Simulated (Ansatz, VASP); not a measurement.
**Two plane-wave programs on AlRu**

```
Al Ru
1.0
     2.97826    0.00000    0.00000
     0.00000    2.97826    0.00000
     0.00000    0.00000    2.97826
Al Ru
1 1
Direct
  0.00000 0.00000 0.00000
  0.50000 0.50000 0.50000
```

Alike in both runs: functional PBEsol; k mesh 14 × 14 × 14; occupations fermi-dirac, width 0.15 eV; no spin polarisation.

Ansatz relaxed the structure, and its values are those at the end. VASP's run is a single point on that final structure, the one shown.

```csv
,VASP,Ansatz
version,VASP 6.6.1,Ansatz 0.2.0
potentials or method,"VASP PAW PBE potentials, release 64 (Al, Ru_pv), cutoff 520 eV","scalar-relativistic, plane waves, PAW"
valence electrons in the cell,17,19
```

```csv
,VASP,Ansatz,Ansatz less VASP
gap on the k mesh at the Fermi level (eV),none,none,-
pressure (GPa),0.1,0.0,-0.07
```

VASP's potentials were made for PBE, not for PBEsol. A gap of «none» marks a metal or a gap that the smearing closes. VASP's potentials hold 17 valence electrons a cell and Ansatz's 19, so a difference there can come from the potentials and not from the codes.
